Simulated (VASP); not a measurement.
Wanted: the native input for a VASP 6.6.1 run.

```yaml
Task: single point
Functional: LDA
Potentials_or_basis: VASP PAW PBE potentials, release 64 (Lu)
Cutoff: 520 eV
k_mesh: 9 × 9 × 5
Occupations: fermi-dirac, width 0.05 eV
Spin: no spin polarisation
Dipole_correction: no
Further_INCAR_settings: ALGO = Fast; EDIFF = 1e-06; NBANDS = 32
```

The structure of Lu lies in POSCAR:

```
Lu
1.0
    3.5491987075      0.0000000000      0.0000000000
   -1.7745993538      3.0736962438      0.0000000000
    0.0000000000      0.0000000000      5.6239465347
Lu
2
Direct
    0.6666666667      0.3333333333      0.7500000000
    0.3333333333      0.6666666667      0.2500000000
```

One way to write it, as run:

INCAR

```
SYSTEM = Lu
ALGO = Fast ; EDIFF = 1E-6
ENCUT = 520 ; GGA = CA
ISIF = 2 ; ISMEAR = -1
LASPH = .TRUE. ; LCHARG = .FALSE.
LREAL = .FALSE. ; LWAVE = .FALSE.
NBANDS = 32 ; NELM = 60
PREC = Accurate ; SIGMA = 0.05
```

KPOINTS

```
k-points
0
G
  9 9 5
  0 0 0
```

Potentials or basis: VASP PAW PBE potentials, release 64 (Lu).

Command:

```bash
$ cat potpaw_PBE.64/Lu/POTCAR > POTCAR
$ mpirun -np 1 vasp_std > vasp.out
```

It gave:

```json
{
 "Pressure": "-6.7 GPa",
 "Band gap on the k mesh": "zero (bands 25 and 26 overlap by 1.35 eV)"
}
```

Caveat: the cell stands under tension; the PAW data sets were made with another functional, which shifts forces and pressure a little; spin-orbit coupling is left out, which moves the levels of the heavy elements.

It took 4 min on 1 thread of Intel Xeon 8259CL (shared host), peak memory 0.2 GiB.
